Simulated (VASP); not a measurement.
# BaZrO3 (Pm-3m) in VASP: further runs, part 2 of 2

VASP 6.6.1.

**6. Relaxation of cell and atoms, PBEsol**

This run uses another cell than the first one, of 14.73 Å³/atom, 1.020 times its volume.

INCAR reads:

```
SYSTEM = BaZrO3
PREC     = Accurate       ! precision mode
ENCUT    = 600            ! plane-wave cutoff, eV
EDIFF    = 1E-7           ! SCF threshold, eV
ISMEAR   = 0              ! smearing method
SIGMA    = 0.01           ! smearing width, eV
LREAL    = .False.        ! projectors in reciprocal space
LASPH    = .True.         ! aspherical terms in the spheres
NELM     = 80             ! most SCF steps
ALGO     = Normal         ! electronic algorithm
ISIF     = 3              ! what is computed and relaxed
LWAVE    = .False.        ! write WAVECAR
LCHARG   = .False.        ! write CHGCAR
GGA      = PS             ! functional
IBRION   = 2              ! ionic algorithm
NSW      = 80             ! ionic steps
EDIFFG   = -0.01          ! ionic threshold
```

KPOINTS reads:

```
Automatic mesh
0
Gamma
  6 6 6
  0 0 0
```

POSCAR reads:

```
BaZrO3
1.0
    4.1913400000      0.0000000000      0.0000000000
    0.0000000000      4.1913400000      0.0000000000
    0.0000000000      0.0000000000      4.1913400000
Ba Zr O
1 1 3
Direct
    0.0000000000      0.0000000000      0.0000000000
    0.5000000000      0.5000000000      0.5000000000
    0.0000000000      0.5000000000      0.5000000000
    0.5000000000      0.0000000000      0.5000000000
    0.5000000000      0.5000000000      0.0000000000
```

Potentials or basis: VASP PAW PBE potentials, release 64 (Ba_sv, Zr_sv, O).

Launch:

```bash
cat potpaw_PBE.64/Ba_sv/POTCAR potpaw_PBE.64/Zr_sv/POTCAR potpaw_PBE.64/O/POTCAR > POTCAR
mpirun -np 1 vasp_std > vasp.out
```

OUTCAR:

```text
SYSTEM = BaZrO3
   PREC = Accurate
   ENCUT = 600
   EDIFF = 1E-7
   ISMEAR = 0
   LREAL = .False.
   LASPH = .True.
   NELM = 80
   ISIF = 3
   GGA = PS
   IBRION = 2
   NSW = 80
   EDIFFG = -0.01

 ion  position               nearest neighbor table
   1  0.000  0.000  0.000-   3 2.96   4 2.96   5 2.96   3 2.96   4 2.96   3 2.96   5 2.96   3 2.96
                             4 2.96   5 2.96   4 2.96   5 2.96   2 3.63   2 3.63   2 3.63   2 3.63
   2  0.500  0.500  0.500-   3 2.10   4 2.10   5 2.10   5 2.10   4 2.10   3 2.10   1 3.63   1 3.63
                             1 3.63   1 3.63   1 3.63   1 3.63   1 3.63   1 3.63
   3  0.000  0.500  0.500-   2 2.10   2 2.10   1 2.96   1 2.96   1 2.96   1 2.96
   4  0.500  0.000  0.500-   2 2.10   2 2.10   1 2.96   1 2.96   1 2.96   1 2.96
   5  0.500  0.500  0.000-   2 2.10   2 2.10   1 2.96   1 2.96   1 2.96   1 2.96

  LATTYP: Found a simple cubic cell.
 ALAT       =     4.1913400000

  Lattice vectors:

 A1 = (   4.1913400000,   0.0000000000,   0.0000000000)
 A2 = (   0.0000000000,   4.1913400000,   0.0000000000)
 A3 = (   0.0000000000,   0.0000000000,   4.1913400000)

Analysis of symmetry for initial positions (statically):
=====================================================================
 Subroutine PRICEL returns:
 Original cell was already a primitive cell.

 Routine SETGRP: Setting up the symmetry group for a
 simple cubic supercell.
[... 161 lines left out ...]

 number of electron      40.0000010 magnetization

 Free energy of the ion-electron system (eV)
  ---------------------------------------------------
  ext. energy  EPLUGINS =         0.00000000
  ---------------------------------------------------
  free energy    TOTEN  =       -43.62947991 eV

  energy without entropy =      -43.62947991  energy(sigma->0) =      -43.62947991

------------------------ aborting loop because EDIFF is reached ----------------------------------------

  FORCE on cell =-STRESS in cart. coord.  units (eV):
  Direction    XX          YY          ZZ          XY          YZ          ZX
  --------------------------------------------------------------------------------------
  -------------------------------------------------------------------------------------
  Total       -0.1034271     -0.1034271     -0.1034271     -0.0000000     -0.0000000      0.0000000
  in kB       -2.2505371     -2.2505371     -2.2505371     -0.0000000     -0.0000000      0.0000000
  external PRESSURE =      -2.2505371 kB  Pullay stress =       0.0000000 kB
[... 65 lines left out ...]
--------------------------------------- Ionic step        3  -------------------------------------------

 number of electron      40.0000009 magnetization

 Free energy of the ion-electron system (eV)
  ---------------------------------------------------
  ext. energy  EPLUGINS =         0.00000000
  ---------------------------------------------------
  free energy    TOTEN  =       -43.62955326 eV

  energy without entropy =      -43.62955326  energy(sigma->0) =      -43.62955326

 E-fermi :   3.7443     XC(G=0): -11.0286

 val. band max:        3.6430129618   @ k =   0.5000   0.5000   0.5000
 cond. band min:       6.7535915002   @ k =   0.0000   0.0000   0.0000
 fundamental gap:      3.1105785384
 Fermi energy:         3.7443077338

 k-point     1 :       0.0000    0.0000    0.0000
  band No.  band energies     occupation
      1     -43.2235      2.00000
      2     -21.5922      2.00000
      3     -21.4357      2.00000
      4     -21.4357      2.00000
      5     -21.4357      2.00000
      6     -12.6485      2.00000
[... 561 lines left out ...]
  FREE ENERGIE OF THE ION-ELECTRON SYSTEM (eV)
  ---------------------------------------------------
  free  energy   TOTEN  =       -43.6295532581 eV

  energy  without entropy=      -43.6295532581  energy(sigma->0) =      -43.62955326

 reached required accuracy - stopping structural energy minimisation
```

OSZICAR:

```text
N       E                     dE             d eps       ncg     rms          rms(c)
DAV:   1     0.353440349812E+03    0.35344E+03   -0.24241E+04   960   0.184E+03
DAV:   2    -0.273311674756E+02   -0.38077E+03   -0.37433E+03  1240   0.412E+02
DAV:   3    -0.498519950432E+02   -0.22521E+02   -0.22499E+02  1568   0.989E+01
[... 29 lines left out ...]
DAV:   5    -0.436295534716E+02   -0.18106E-05   -0.36671E-06  1304   0.121E-02    0.106E-02
DAV:   6    -0.436295536972E+02   -0.22558E-06   -0.63101E-06  1512   0.138E-02    0.179E-03
DAV:   7    -0.436295534660E+02    0.23122E-06   -0.66286E-07  1184   0.468E-03    0.101E-03
DAV:   8    -0.436295532739E+02    0.19207E-06   -0.10157E-07   656   0.225E-03    0.161E-04
DAV:   9    -0.436295532581E+02    0.15801E-07   -0.13178E-08   624   0.871E-04
   3 F= -.43629553E+02 E0= -.43629553E+02  d E =-.733445E-04
```

CONTCAR:

```text
BaZrO3
   1.00000000000000
     4.1893731427925562   -0.0000000000000000    0.0000000000000000
    -0.0000000000000000    4.1893731427925562   -0.0000000000000000
     0.0000000000000000   -0.0000000000000000    4.1893731427925562
  Ba              Zr              O
     1     1     3
Direct
     0.0000000000000000    0.0000000000000000    0.0000000000000000
     0.5000000000000000    0.5000000000000000    0.5000000000000000
     0.0000000000000000    0.5000000000000000    0.5000000000000000
     0.5000000000000000    0.0000000000000000    0.5000000000000000
     0.5000000000000000    0.5000000000000000    0.0000000000000000

  0.00000000E+00  0.00000000E+00  0.00000000E+00
  0.00000000E+00  0.00000000E+00  0.00000000E+00
  0.00000000E+00  0.00000000E+00  0.00000000E+00
  0.00000000E+00  0.00000000E+00  0.00000000E+00
  0.00000000E+00  0.00000000E+00  0.00000000E+00
```

Run time: 95 s. Hardware: 1 thread of Intel Xeon Platinum 8488C (Sapphire Rapids), shared host; peak memory 0.24 GiB.

Results:

```
Free energy                            : -43.6296 eV
Relaxed volume                         : 14.71 Å³/atom
Relaxed cell                           : a = 4.189 Å, b = 4.189 Å, c = 4.189 Å, α = 90.00°, β = 90.00°, γ = 90.00°
Space group after relaxing (to 0.05 Å) : Pm-3m (No. 221)
Energy gained by relaxing              : 0.0 meV/atom
Ionic steps                            : 3
Pressure after relaxing                : 0.0 GPa
Band gap on the k mesh                 : 3.11 eV, indirect (least direct gap 3.33 eV)
```

Final structure:
```
CELL_PARAMETERS angstrom
4.18937 0.00000 0.00000
0.00000 4.18937 0.00000
0.00000 0.00000 4.18937
ATOMIC_POSITIONS crystal
Ba 0.00000 0.00000 0.00000
Zr 0.50000 0.50000 0.50000
O 0.00000 0.50000 0.50000
O 0.50000 0.00000 0.50000
O 0.50000 0.50000 0.00000
```

Caveat: the PAW data sets were made with another functional, which shifts forces and pressure a little; spin-orbit coupling is left out, which moves the levels of the heavy elements.

**7. Summary**

```csv
task,cell,cutoff (eV),gap on the mesh (eV),pressure (GPa)
single point,"a = 4.164 Å, 5 atoms",520,3.15,3.2
single point,"a = 4.181 Å, 5 atoms",520,3.12,1.2
single point,"a = 4.198 Å, 5 atoms",520,3.10,-0.9
relaxation of cell and atoms,"relaxed to -2 GPa from a = 4.191 Å, 5 atoms",600,3.08,-2.0
relaxation of cell and atoms,"relaxed from a = 4.191 Å, 5 atoms",600,3.11,0.0
```

Alike in all rows: level PBEsol; potentials or basis VASP PAW PBE potentials, release 64 (Ba_sv, Zr_sv, O); no spin polarisation; k mesh 6 × 6 × 6; smearing gaussian 0.01 eV.

Caveats: the PAW data sets were made with another functional, which shifts forces and pressure a little; spin-orbit coupling is left out, which moves the levels of the heavy elements; the cell is relaxed towards a set pressure, so the enthalpy falls and the energy may rise (some runs).

Absolute energies hang on the potentials; compare differences alone.
